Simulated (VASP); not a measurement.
The system is Yb.

```
Yb
1.0
     0.00000    2.74310    2.74310
     2.74310    0.00000    2.74310
     2.74310    2.74310    0.00000
Yb
1
Cartesian
  0.0000 0.0000 0.0000
```

Base run:

| Item | Value |
| --- | --- |
| Program | VASP 6.6.1 |
| Functional | LDA |
| Potentials or basis | VASP PAW PBE potentials, release 64 (Yb) |
| Cutoff | 520 eV |
| k mesh | 8 × 8 × 8 |
| Occupations | fermi-dirac, width 0.05 eV |
| Spin | collinear spin, ferromagnetic start |
| Starting moments | [1.0] μB |

Its results: band gap on the k mesh zero (filled and empty bands touch); pressure -6.3 GPa; net moment 0.00 μB per cell.

**Question.** The run is repeated on the same cell with these changes: functional from LDA to PBEsol; further incar settings from ALGO = Fast; EDIFF = 1e-06; NBANDS = 22 to ALGO = Normal; EDIFF = 1e-06; NBANDS = 22. What comes out?

**Answer.** Band gap on the k mesh zero (filled and empty bands overlap); pressure -5.0 GPa; net moment 0.00 μB per cell.

Caveats: the cell stands under tension; the PAW data sets were made with another functional, which shifts forces and pressure a little; spin-orbit coupling is left out, which moves the levels of the heavy elements.
